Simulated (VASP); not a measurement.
# Al2O3 (R-3c) in VASP: a series of runs

Al2O3 is run at these levels: PBE, LDA, PBEsol; tasks: single point.

All numbers are computed with VASP 6.6.1; they aren't measurements. Logs are shortened: lines on timing, memory, paths and dates and some standing lists are left out, and cuts for length are marked.

**What was measured.**

From “Multi-petahertz electron interference in Cr:Al2O3 solid-state material”, 2018, pmc:5906618, for a bulk crystal of Al2O3: band gap 8.7 eV (optical).

The runs below are set against these values where they give the same quantity.

## (1) The cell of the first run

The structure is trigonal, space group R-3c (No. 167). Conventional cell: a = 4.760 Å, b = 4.760 Å, c = 12.996 Å, α = 90.00°, β = 90.00°, γ = 120.00°. Within 2.5 Å of Al (site symmetry 3) lie 6 O at 1.85 to 1.97 Å. O (site symmetry 2) has 4 Al at 1.85 to 1.97 Å and 12 O at 2.53 to 2.86 Å within 2.9 Å.

## (2) Single point, PBE

File INCAR:

```
GGA      = PE             # functional
ISMEAR   = 0              # smearing method
SIGMA    = 0.03           # smearing width, eV
LWAVE    = False          # write WAVECAR
LCHARG   = False          # write CHGCAR
ISIF     = 2              # what is computed and relaxed
PREC     = Accurate       # precision mode
LASPH    = True           # aspherical terms in the spheres
LREAL    = False          # projectors in reciprocal space
ALGO     = Normal         # electronic algorithm
EDIFF    = 1E-6           # SCF threshold, eV
NELM     = 120            # most SCF steps
GGA_COMPAT= False        
ENCUT    = 520            # plane-wave cutoff, eV
EFERMI   = MIDGAP
```

File KPOINTS:

```
k-points
0
Gamma
  6 6 6
```

File POSCAR:

```
Al2O3
1.0
    2.3802500000      1.3742379782      4.3318666667
   -2.3802500000      1.3742379782      4.3318666667
    0.0000000000     -2.7484759565      4.3318666667
Al O
4 6
Direct
    0.8521600000      0.8521600000      0.8521600000
    0.6478400000      0.6478400000      0.6478400000
    0.1478400000      0.1478400000      0.1478400000
    0.3521600000      0.3521600000      0.3521600000
    0.0566800000      0.7500000000      0.4433200000
    0.7500000000      0.4433200000      0.0566800000
    0.4433200000      0.0566800000      0.7500000000
    0.9433200000      0.2500000000      0.5566800000
    0.2500000000      0.5566800000      0.9433200000
    0.5566800000      0.9433200000      0.2500000000
```

Potentials or basis: VASP PAW PBE potentials, release 64 (Al, O).

Launch:

```
$ cat potpaw_PBE.64/Al/POTCAR potpaw_PBE.64/O/POTCAR > POTCAR
$ mpirun -np 1 vasp_std > vasp.out
```

OUTCAR:

```text
GGA = PE
   ISMEAR = 0
   ISIF = 2
   PREC = Accurate
   LASPH = True
   LREAL = False
   EDIFF = 1E-6
   NELM = 120
   ENCUT = 520
   EFERMI = MIDGAP

 Found     32 irreducible k-points:

 Following reciprocal coordinates:
            Coordinates               Weight
  0.000000  0.000000  0.000000      1.000000
  0.166667  0.000000  0.000000      6.000000
  0.333333 -0.000000 -0.000000      6.000000
  0.500000 -0.000000 -0.000000      3.000000
  0.166667  0.166667  0.000000      6.000000
  0.333333  0.166667 -0.000000     12.000000
   k-points           NKPTS =     32   k-points in BZ     NKDIM =     32   number of bands    NBANDS=     30
   number of dos      NEDOS =    301   number of ions     NIONS =     10
   total plane-waves  NPLWV =  64000
   dimension x,y,z NGX =    40 NGY =   40 NGZ =   40
   dimension x,y,z NGXF=    80 NGYF=   80 NGZF=   80
   ions per type =               4   6
   NGX,Y,Z   is equivalent  to a cutoff of  12.96, 12.96, 12.96 a.u.
   NGXF,Y,Z  is equivalent  to a cutoff of  25.92, 25.92, 25.92 a.u.
 SYSTEM =  unknown system
   PREC   = accura    normal or accurate (medium, high low for compatibility)
   ISTART =      0    job   : 0-new  1-cont  2-samecut
   ICHARG =      2    charge: 1-file 2-atom 10-const
   ISPIN  =      1    spin polarized calculation?
   LNONCOLLINEAR =      F non collinear calculations
   LSORBIT =      F    spin-orbit coupling
   LASPH  =      T    aspherical Exc in radial PAW
   ENCUT  =  520.0 eV  38.22 Ry    6.18 a.u.   9.54  9.54  9.54*2*pi/ulx,y,z
   NELM   =    120;   NELMIN=  2; NELMDL= -5     # of ELM steps
   EDIFF  = 0.1E-05   stopping-criterion for ELM
   LREAL  =      F    real-space projection
   EDIFFG = 0.1E-04   stopping-criterion for IOM
   NSW    =      0    number of steps for IOM
   IBRION =     -1    ionic relax: 0-MD 1-quasi-New 2-CG
   NFREE  =      0    steps in history (QN), initial steepest desc. (CG)
   ISIF   =      2    stress and relaxation
   ISYM   =      2    0-nonsym 1-usesym 2-fastsym
   POTIM  = 0.5000    time-step for ionic-motion
   TEBEG  =    0.0;   TEEND  =   0.0 temperature during run

   SCALEE = 1.0000    scale energy and forces
   PSTRESS=    0.0 pullay stress
   NELECT =      48.0000    total number of electrons
   NUPDOWN=      -1.0000    fix difference up-down
   EMIN   =  10.00;   EMAX   =-10.00  energy-range for DOS
   EFERMI =   0.00;   METHOD = MIDGAP
   ISMEAR =     0;   SIGMA  =   0.03  broadening in eV -4-tet -1-fermi 0-gaus
   EFERMI_NEDOS =   21; number of points for ismear=-14 and -15
   IALGO  =     38    algorithm
   IMIX   =      4    mixing-type and parameters
     AMIX     =   0.40;   BMIX     =  1.00
     AMIX_MAG =   1.60;   BMIX_MAG =  1.00
  volume/ion in A,a.u.               =       8.50        57.37
  Fermi-wavevector in a.u.,A,eV,Ry     =   1.353064  2.556920 24.909299  1.830782
  Thomas-Fermi vector in A             =   2.480350
   LORBIT       =      0    0 simple, 1 ext, 2 COOP (PROOUT), +10 PAW based schemes
   GGA     = PE    functional components
   LHFCALC =     F    Hartree Fock is set to
   AEXX    =    0.0000 exact exchange contribution
   IVDW    =     0    specifies the selected vdW correction
   LEPSILON=     F    determine dielectric tensor
   LRPA    =     F    only Hartree local field effects (RPA)

   CSHIFT  =0.1000    complex shift for real part using Kramers Kronig

   OMEGAMAX=  -1.0    maximum frequency
 non-spin polarized calculation
 Gauss-broadening in eV      SIGMA  =   0.03
  energy-cutoff  :      520.00
  volume of cell :       85.02
 maximum number of plane-waves:      2308
 NGX is ok and might be reduce to    40
   NGX = 19   NGY = 19   NGZ = 19

 number of electron      48.0000013 magnetization

 Free energy of the ion-electron system (eV)
  ---------------------------------------------------
  ext. energy  EPLUGINS =         0.00000000
  ---------------------------------------------------
  free energy    TOTEN  =       -74.75233787 eV

  energy without entropy =      -74.75233787  energy(sigma->0) =      -74.75233787

 E-fermi :   9.2502     XC(G=0): -11.6857

 val. band max:        6.1426143085   @ k =   0.0000   0.0000   0.0000
 cond. band min:      12.3578515317   @ k =   0.0000   0.0000   0.0000
 fundamental gap:      6.2152372232
 Fermi energy:         9.2502329201

 k-point     1 :       0.0000    0.0000    0.0000
  band No.  band energies     occupation
      1     -13.1028      2.00000
      2     -10.7685      2.00000
      3     -10.4902      2.00000
      4     -10.4902      2.00000
      5     -10.1755      2.00000
      6     -10.1755      2.00000
[... 22 lines left out ...]
     29      17.6615      0.00000
     30      17.8526      0.00000

 k-point     2 :       0.1667    0.0000    0.0000
  band No.  band energies     occupation
      1     -12.9592      2.00000
      2     -10.8407      2.00000
      3     -10.5737      2.00000
      4     -10.5186      2.00000
      5     -10.2435      2.00000
      6     -10.1851      2.00000
[... 22 lines left out ...]
     29      17.3809      0.00000
     30      17.6318      0.00000

 k-point     3 :       0.3333   -0.0000   -0.0000
  band No.  band energies     occupation
      1     -12.5510      2.00000
      2     -11.3019      2.00000
      3     -10.5474      2.00000
      4     -10.5200      2.00000
      5     -10.3874      2.00000
      6     -10.2494      2.00000
[... 22 lines left out ...]
     29      17.0570      0.00000
     30      17.6067      0.00000

 k-point     4 :       0.5000   -0.0000   -0.0000
  band No.  band energies     occupation
      1     -11.9516      2.00000
      2     -11.9516      2.00000
      3     -10.5069      2.00000
      4     -10.5069      2.00000
      5     -10.3785      2.00000
      6     -10.3785      2.00000
[... 22 lines left out ...]
     29      17.9324      0.00000
     30      17.9329      0.00000

 k-point     5 :       0.1667    0.1667    0.0000
  band No.  band energies     occupation
      1     -12.9200      2.00000
      2     -10.8491      2.00000
      3     -10.6063      2.00000
      4     -10.5170      2.00000
      5     -10.3079      2.00000
      6     -10.1604      2.00000
[... 22 lines left out ...]
     29      17.7472      0.00000
     30      17.9102      0.00000

 k-point     6 :       0.3333    0.1667   -0.0000
  band No.  band energies     occupation
      1     -12.6107      2.00000
      2     -11.0862      2.00000
      3     -10.6814      2.00000
      4     -10.5324      2.00000
      5     -10.4992      2.00000
      6     -10.1528      2.00000
[... 22 lines left out ...]
     29      16.9430      0.00000
     30      17.6467      0.00000

 [... further k-points ...]
[... 5 lines left out ...]
  --------------------------------------------------------------------------------------
  -------------------------------------------------------------------------------------
  Total        3.9332833      3.9332833      3.5967188      0.0000000     -0.0000000      0.0000000
  in kB       74.1233355     74.1233355     67.7807255      0.0000000     -0.0000000      0.0000000
  external PRESSURE =      72.0091322 kB  Pullay stress =       0.0000000 kB

 VOLUME and BASIS-vectors are now :
 -----------------------------------------------------------------------------
  energy-cutoff  :      520.00
  volume of cell :       85.02
      direct lattice vectors                 reciprocal lattice vectors
     2.380250000  1.374237978  4.331866667     0.210061968  0.121279334  0.076949121
    -2.380250000  1.374237978  4.331866667    -0.210061968  0.121279334  0.076949121
     0.000000000 -2.748475957  4.331866667     0.000000000 -0.242558668  0.076949121

 POSITION                                       TOTAL-FORCE (eV/Angst)
 -----------------------------------------------------------------------------------
      0.00000     -0.00000     11.07433         0.000000      0.000000     -0.026719
      0.00000     -0.00000      8.41907         0.000000     -0.000000      0.026719
      0.00000     -0.00000      1.92127         0.000000     -0.000000      0.026719
      0.00000     -0.00000      4.57653         0.000000      0.000000     -0.026719
     -1.65027     -0.10988      5.41483        -0.012865     -0.022283      0.000000
      0.72998      1.48412      5.41483        -0.012865      0.022283      0.000000
      0.92030     -1.37424      5.41483         0.025730      0.000000     -0.000000
      1.65027      0.10988      7.58077         0.012865      0.022283      0.000000
     -0.72998     -1.48412      7.58077         0.012865     -0.022283      0.000000
     -0.92030      1.37424      7.58077        -0.025730      0.000000     -0.000000
 -----------------------------------------------------------------------------------
    total drift:                               -0.000000      0.000000     -0.000000

  FREE ENERGIE OF THE ION-ELECTRON SYSTEM (eV)
  ---------------------------------------------------
  free  energy   TOTEN  =       -74.7523378697 eV

  energy  without entropy=      -74.7523378697  energy(sigma->0) =      -74.75233787
```

OSZICAR:

```text
N       E                     dE             d eps       ncg     rms          rms(c)
DAV:   1     0.260885574409E+03    0.26089E+03   -0.25941E+04  1920   0.153E+03
DAV:   2    -0.689042871742E+02   -0.32979E+03   -0.31963E+03  2534   0.319E+02
DAV:   3    -0.826931502930E+02   -0.13789E+02   -0.13748E+02  2298   0.719E+01
DAV:   4    -0.828131223661E+02   -0.11997E+00   -0.11985E+00  2304   0.759E+00
DAV:   5    -0.828147163774E+02   -0.15940E-02   -0.15938E-02  2214   0.880E-01    0.176E+01
DAV:   6    -0.747013989618E+02    0.81133E+01   -0.35454E+01  2244   0.332E+01    0.602E+00
DAV:   7    -0.747274444922E+02   -0.26046E-01   -0.68698E-01  2258   0.471E+00    0.322E+00
DAV:   8    -0.747463203797E+02   -0.18876E-01   -0.66504E-02  2256   0.226E+00    0.686E-01
DAV:   9    -0.747517813311E+02   -0.54610E-02   -0.14519E-02  2286   0.796E-01    0.306E-01
DAV:  10    -0.747523838534E+02   -0.60252E-03   -0.82744E-04  2268   0.194E-01    0.632E-02
DAV:  11    -0.747523372207E+02    0.46633E-04   -0.44342E-04  2268   0.124E-01    0.233E-02
DAV:  12    -0.747523380771E+02   -0.85643E-06   -0.29878E-05  2274   0.349E-02    0.439E-03
DAV:  13    -0.747523378697E+02    0.20742E-06   -0.27353E-06  1682   0.101E-02
   1 F= -.74752338E+02 E0= -.74752338E+02  d E =0.000000E+00
```

stdout:

```text
POSCAR found type information on POSCAR AlO
 POSCAR found :  2 types and      10 ions
 scaLAPACK will be used
 LDA part: xc-table for (Slater+PW92), standard interpolation
 POSCAR, INCAR and KPOINTS ok, starting setup
 FFT: planning ... GRIDC
 FFT: planning ... GRID_SOFT
 FFT: planning ... GRID
 WAVECAR not read
 entering main loop
```

It took 47 s on 1 thread of Intel Xeon 6975P-C (Granite Rapids), shared host; peak memory 0.23 GiB.

Results:

```
Free energy            : -74.7523 eV
Pressure               : 7.2 GPa
Largest force          : 0.027 eV/Å
Band gap on the k mesh : 6.22 eV
```

Forces on the atoms (eV/Å):
```
Al   0.000  0.000 -0.027
Al   0.000  0.000  0.027
Al   0.000  0.000  0.027
Al   0.000  0.000 -0.027
O   -0.013 -0.022  0.000
O   -0.013  0.022  0.000
O    0.026  0.000  0.000
O    0.013  0.022  0.000
O    0.013 -0.022  0.000
O   -0.026  0.000  0.000
```

Levels at points of the mesh, in eV from the valence-band top:
```tsv
k point	band 21	band 22	band 23	band 24	band 25	band 26	band 27	band 28
(0.00, 0.00, 0.00)	-0.50	-0.04	-0.04	0.00	6.22	9.14	10.73	11.52
(0.50, 0.00, 0.00)	-0.91	-0.91	-0.27	-0.27	9.47	9.47	9.63	9.63
(0.50, 0.50, 0.00)	-1.03	-0.92	-0.74	-0.26	9.64	9.72	9.93	10.40
(0.50, 0.50, 0.50)	-0.38	-0.38	-0.38	-0.38	8.67	8.67	11.08	11.08
```

Caveat: the cell stands under pressure. A k mesh can miss the band edges.

## (3) Single point, LDA

This run uses another cell than the first one, of 8.32 Å³/atom.

File INCAR:

```
PREC = Accurate
ENCUT = 520
EDIFF = 1E-6
ISMEAR = -1
SIGMA = 0.05
LREAL = False
LASPH = True
NELM = 60
ALGO = Normal
ISIF = 2
LWAVE = False
LCHARG = False
GGA = CA
NBANDS = 35
```

File KPOINTS:

```
regular mesh
0
Gamma
  7 7 7
```

File POSCAR:

```
Al2O3
1.0
    2.3645764497      1.3651888498      4.2972874447
   -2.3645764497      1.3651888498      4.2972874447
    0.0000000000     -2.7303776996      4.2972874446
Al O
4 6
Direct
    0.8520243483      0.8520243483      0.8520243483
    0.6479756517      0.6479756517      0.6479756517
    0.1479756517      0.1479756517      0.1479756517
    0.3520243483      0.3520243483      0.3520243483
    0.0558593844      0.7500000000      0.4441406156
    0.7500000000      0.4441406156      0.0558593844
    0.4441406156      0.0558593844      0.7500000000
    0.9441406156      0.2500000000      0.5558593844
    0.2500000000      0.5558593844      0.9441406156
    0.5558593844      0.9441406156      0.2500000000
```

Potentials or basis: VASP PAW LDA potentials, release 64 (Al, O).

Launch:

```
$ cat potpaw_LDA.64/Al/POTCAR potpaw_LDA.64/O/POTCAR > POTCAR
$ mpirun -np 1 vasp_std > vasp.out
```

It took 4 min on 1 thread of Intel Xeon 8259CL, shared host; peak memory 0.24 GiB.

Results (log left out):

| Item | Value |
| --- | --- |
| Free energy | -83.1035 eV |
| Pressure | 0.8 GPa |
| Largest force | 0.012 eV/Å |
| Band gap on the k mesh | 6.44 eV |

Forces in eV/Å, atoms in the order of the input:
```
Al   0.000  0.000 -0.012
Al   0.000  0.000  0.012
Al   0.000  0.000  0.012
Al   0.000  0.000 -0.012
O   -0.004 -0.007  0.000
O   -0.004  0.007  0.000
O    0.008  0.000  0.000
O    0.004  0.007  0.000
O    0.004 -0.007  0.000
O   -0.008  0.000  0.000
```

Stress tensor (GPa, compression positive):
```
0.90 0.00 0.00
0.00 0.90 0.00
0.00 0.00 0.66
```

Levels at points of the mesh, in eV from the valence-band top:
| k point | band 20 | band 21 | band 22 | band 23 | band 24 | band 25 | band 26 | band 27 | band 28 | band 29 |
| --- | --- | --- | --- | --- | --- | --- | --- | --- | --- | --- |
| (0.00, 0.00, 0.00) | -0.52 | -0.52 | -0.04 | -0.04 | 0.00 | 6.44 | 9.09 | 10.79 | 11.55 | 11.55 |

## (4) Single point, LDA

File INCAR:

```
SYSTEM = Al2O3
ALGO = Normal ; EDIFF = 1E-7
ENCUT = 520 ; GGA = CA
ISIF = 2 ; ISMEAR = -1
LASPH = .TRUE. ; LCHARG = .FALSE.
LREAL = .FALSE. ; LWAVE = .FALSE.
NBANDS = 35 ; NELM = 80
PREC = Accurate ; SIGMA = 0.05
```

File KPOINTS:

```
k-points
0
G
  7 7 7
  0 0 0
```

File POSCAR:

```
Al2O3
1.0
    2.3802500000      1.3742379782      4.3318666667
   -2.3802500000      1.3742379782      4.3318666667
    0.0000000000     -2.7484759565      4.3318666667
Al O
4 6
Direct
    0.8521600000      0.8521600000      0.8521600000
    0.6478400000      0.6478400000      0.6478400000
    0.1478400000      0.1478400000      0.1478400000
    0.3521600000      0.3521600000      0.3521600000
    0.0566800000      0.7500000000      0.4433200000
    0.7500000000      0.4433200000      0.0566800000
    0.4433200000      0.0566800000      0.7500000000
    0.9433200000      0.2500000000      0.5566800000
    0.2500000000      0.5566800000      0.9433200000
    0.5566800000      0.9433200000      0.2500000000
```

Launch:

```
$ cat potpaw_LDA.64/Al/POTCAR potpaw_LDA.64/O/POTCAR > POTCAR
$ mpirun -np 1 vasp_std > vasp.out
```

Run time: 4.5 min. Hardware: 1 thread of Intel Xeon 8259CL, shared host; peak memory 0.24 GiB.

The run converged. Its results:

* Free energy: -83.0834 eV
* Pressure: -4.5 GPa
* Largest force: 0.124 eV/Å
* Band gap on the k mesh: 6.17 eV

Forces in eV/Å, atoms in the order of the input:
```
Al   0.000  0.000 -0.058
Al   0.000  0.000  0.058
Al   0.000  0.000  0.058
Al   0.000  0.000 -0.058
O   -0.062 -0.107  0.000
O   -0.062  0.107  0.000
O    0.124  0.000  0.000
O    0.062  0.107  0.000
O    0.062 -0.107  0.000
O   -0.124  0.000  0.000
```

Stress tensor (GPa, compression positive):
```
-4.38  0.00  0.00
 0.00 -4.38  0.00
 0.00  0.00 -4.80
```

Levels at points of the mesh, in eV from the valence-band top:
| k point | band 21 | band 22 | band 23 | band 24 | band 25 | band 26 | band 27 | band 28 |
| --- | --- | --- | --- | --- | --- | --- | --- | --- |
| (0.00, 0.00, 0.00) | -0.50 | -0.04 | -0.04 | 0.00 | 6.17 | 8.95 | 10.50 | 11.33 |

Caveat: the cell stands under tension. A k mesh can miss the band edges.

## (5) Single point, PBEsol

File INCAR:

```
  ALGO = Normal
  EDIFF = 1E-6
  ENCUT = 520
  GGA = PS
  ISIF = 2
  ISMEAR = -1
  LASPH = T
  LCHARG = F
  LREAL = F
  LWAVE = F
  NBANDS = 35
  NELM = 60
  PREC = Accurate
  SIGMA = 0.05
```

File KPOINTS:

```
k-points
0
Gamma
  7 7 7
```

POSCAR is that of step 4.

Potentials or basis: VASP PAW PBE potentials, release 64 (Al, O).

Launch:

```
$ cat potpaw_PBE.64/Al/POTCAR potpaw_PBE.64/O/POTCAR > POTCAR
$ mpirun -np 1 vasp_std > vasp.out
```

Run time: 4.5 min. Hardware: 1 thread of Intel Xeon 8259CL, shared host; peak memory 0.28 GiB.

The run converged. Its results:

```yaml
Free_energy: -78.6584 eV
Pressure: 1.8 GPa
Largest_force: 0.087 eV/Å
Band_gap_on_the_k_mesh: 6.12 eV
```

Forces on the atoms (eV/Å):
```
Al   0.000  0.000 -0.050
Al   0.000  0.000  0.050
Al   0.000  0.000  0.050
Al   0.000  0.000 -0.050
O   -0.044 -0.075  0.000
O   -0.044  0.075  0.000
O    0.087  0.000  0.000
O    0.044  0.075  0.000
O    0.044 -0.075  0.000
O   -0.087  0.000  0.000
```

Stress tensor (GPa, compression positive):
```
2.04 0.00 0.00
0.00 2.04 0.00
0.00 0.00 1.32
```

Levels at points of the mesh, in eV from the valence-band top:
```csv
k point,band 20,band 21,band 22,band 23,band 24,band 25,band 26,band 27,band 28,band 29
"(0.00, 0.00, 0.00)",-0.50,-0.50,-0.04,-0.04,0.00,6.12,8.98,10.66,11.37,11.37
```

Caveat: the PAW data sets were made with another functional, which shifts forces and pressure a little. As with any semilocal functional, this PBEsol gap is likely too small.

## (6) Summary

| level | potentials or basis | cell | k mesh | smearing | tolerance level | purpose | start | dipole correction | gap on the mesh (eV) | pressure (GPa) | largest force (eV/Å) |
| --- | --- | --- | --- | --- | --- | --- | --- | --- | --- | --- | --- |
| PBE | VASP PAW PBE potentials, release 64 (Al, O) | a = 5.130 Å, angles 55.3°, 10 atoms, atomic positions A | 6 × 6 × 6 | gaussian 0.03 eV | tight | restart | from scratch | - | 6.22 | 7.2 | 0.03 |
| LDA | VASP PAW LDA potentials, release 64 (Al, O) | a = 5.091 Å, angles 55.3°, 10 atoms, atomic positions B | 7 × 7 × 7 | fermi-dirac 0.05 eV | - | - | - | no | 6.44 | 0.8 | 0.01 |
| LDA | VASP PAW LDA potentials, release 64 (Al, O) | a = 5.130 Å, angles 55.3°, 10 atoms, atomic positions A | 7 × 7 × 7 | fermi-dirac 0.05 eV | - | - | - | no | 6.17 | -4.5 | 0.12 |
| PBEsol | VASP PAW PBE potentials, release 64 (Al, O) | a = 5.130 Å, angles 55.3°, 10 atoms, atomic positions A | 7 × 7 × 7 | fermi-dirac 0.05 eV | - | - | - | no | 6.12 | 1.8 | 0.09 |

Alike in all rows: task single point; no spin polarisation; cutoff (eV) 520.

Caveats: the cell stands under pressure (at least some runs); the cell stands under tension (at least some runs); the PAW data sets were made with another functional, which shifts forces and pressure a little (at least some runs).

Absolute energies hang on the potentials; compare differences alone.

## (7) How close it comes

Step 3. Measured gap of Al2O3: 8.7 eV (optical; quoted in “Multi-petahertz electron interference in Cr:Al2O3 solid-state material”, 2018, pmc:5906618). This calculation gives 6.44 eV (-2.26 eV). The value is that of LDA on a finite k mesh, which can miss the band edges, without temperature or zero-point motion. Semilocal functionals fall short of measured gaps as a rule.
